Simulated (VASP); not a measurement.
Crystal: AlN.

```
CELL_PARAMETERS angstrom
0.00000 2.19000 2.19000
2.19000 0.00000 2.19000
2.19000 2.19000 0.00000
ATOMIC_POSITIONS crystal
Al 0.00000 0.00000 0.00000
N 0.25000 0.25000 0.25000
```

```yaml
Program: VASP 6.6.1
Task: relaxation of cell and atoms
Functional: LDA
Potentials_or_basis: VASP PAW LDA potentials, release 64 (Al, N)
Cutoff: 600 eV
k_mesh: 10 × 10 × 10
Occupations: gaussian, width 0.02 eV
Spin: no spin polarisation
```

At the start: pressure -4.7 GPa; volume 10.50 Å³/atom.

Question: Where does the relaxation end?

Answer: Over 3 steps the energy falls by 3.7 meV/atom and the volume is 10.26 Å³/atom (-2.3 %); space group F-43m (No. 216, to 0.1 Å) before and after.

Step by step:
| step | energy change (eV) | largest force (eV/Å) | pressure (GPa) | volume (Å³) |
| --- | --- | --- | --- | --- |
| 1 | 0.0000 | 0.0000 | -4.73 | 21.01 |
| 2 | -0.0008 | 0.0000 | 4.79 | 20.08 |
| 3 | -0.0073 | 0.0000 | -0.03 | 20.52 |

Final structure:
```
Al N
1.0
     0.00000    2.17301    2.17301
     2.17301    0.00000    2.17301
     2.17301    2.17301    0.00000
Al N
1 1
Direct
  0.00000 0.00000 0.00000
  0.25000 0.25000 0.25000
```
